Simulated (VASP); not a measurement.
# AlCo: single point with PBEsol

AlCo:

```
CELL_PARAMETERS angstrom
2.59385 0.00000 0.00000
0.00000 2.59385 0.00000
0.00000 0.00000 2.81940
ATOMIC_POSITIONS crystal
Al 0.00000 0.00000 0.00000
Co 0.50000 0.50000 0.50000
```

This cell differs from its parent crystal: strain -0.080 along x and y, +0.000 along z.

- Program: VASP 6.6.1
- Task: single point
- Functional: PBEsol
- Potentials or basis: VASP PAW PBE potentials, release 64 (Al, Co)
- Cutoff: 520 eV
- k mesh: 16 × 16 × 16
- Occupations: gaussian, width 0.15 eV
- Spin: no spin polarisation
- Dipole correction: no
- Further INCAR settings: ALGO = Normal; EDIFF = 1e-06; NBANDS = 13

- Pressure: 48.8 GPa
- Band gap on the k mesh: zero (band 6 reaches 15.66 eV, above the bottom of band 7 at 12.90 eV)

Stress tensor (GPa, compression positive):
```
54.82  0.00  0.00
 0.00 54.82  0.00
 0.00  0.00 36.73
```

Levels at points of the mesh, in eV from the Fermi level:
```csv
k point,band 3,band 4,band 5,band 6,band 7,band 8,band 9,band 10
"(0.00, 0.00, 0.00)",-3.72,-0.97,-0.97,-0.60,5.04,8.44,8.44,9.33
"(0.50, 0.00, 0.00)",-2.96,-2.50,-1.75,-0.78,0.84,8.65,10.05,12.82
"(0.50, 0.50, 0.00)",-2.42,-2.42,-2.17,-2.17,0.14,3.85,5.64,13.88
"(0.00, 0.00, 0.50)",-3.12,-1.77,-1.77,-0.50,-0.14,8.86,12.89,12.89
"(0.50, 0.00, 0.50)",-3.37,-2.82,-1.63,-1.54,-0.28,3.09,4.65,16.33
"(0.50, 0.50, 0.50)",-4.73,-0.25,0.17,2.29,2.76,2.76,6.35,6.39
```

Wall time 2.1 min on 1 thread of AMD EPYC 7R13, on a shared host, peak memory 0.19 GiB.

Caveat: the cell differs from its parent crystal (strain -0.080 along x and y, +0.000 along z); the PAW data sets were made with another functional, which shifts forces and pressure a little. Spin polarisation is off, so any magnetic state and its effect on volume and gap are missing.
